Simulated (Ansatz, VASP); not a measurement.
# CoSi2: VASP beside Ansatz

```
Co Si
1.0
     0.00000    2.68018    2.68018
     2.68018    0.00000    2.68018
     2.68018    2.68018    0.00000
Co Si
1 2
Direct
  0.00000 0.00000 0.00000
  0.26530 0.23470 0.23470
  0.73470 0.76530 0.76530
```

Change from the starting cell: mode 4 frozen in at -0.082 Å and mode 8 at +0.000 Å (largest displacements).

Alike in both runs: task single point; functional PBE; k mesh 12 × 12 × 12; occupations gaussian, width 0.15 eV; no spin polarisation.

|  | VASP | Ansatz |
| --- | --- | --- |
| version | VASP 6.6.1 | Ansatz 0.2.0 |
| potentials or method | VASP PAW PBE potentials, release 64 (Co, Si), cutoff 520 eV | scalar-relativistic, plane waves, PAW |
| valence electrons in the cell | 17 | 25 |

VASP gave:

- gap on the k mesh at the Fermi level (eV): none
- pressure (GPa): 0.9
- traceless stress, the component that is largest in VASP (GPa): 5.99
- rms of the force components (eV/Å): 0.441

Task: Which values does Ansatz return?

Result: gap on the k mesh at the Fermi level (eV): none; pressure (GPa): 1.1; traceless stress, the component that is largest in VASP (GPa): 5.99; rms of the force components (eV/Å): 0.443.

Atom by atom the forces differ by 0.002 eV/Å (rms over components). A gap of «none» marks a metal or a gap that the smearing closes. VASP's potentials hold 17 valence electrons a cell and Ansatz's 25, so a difference there can come from the potentials and not from the codes.
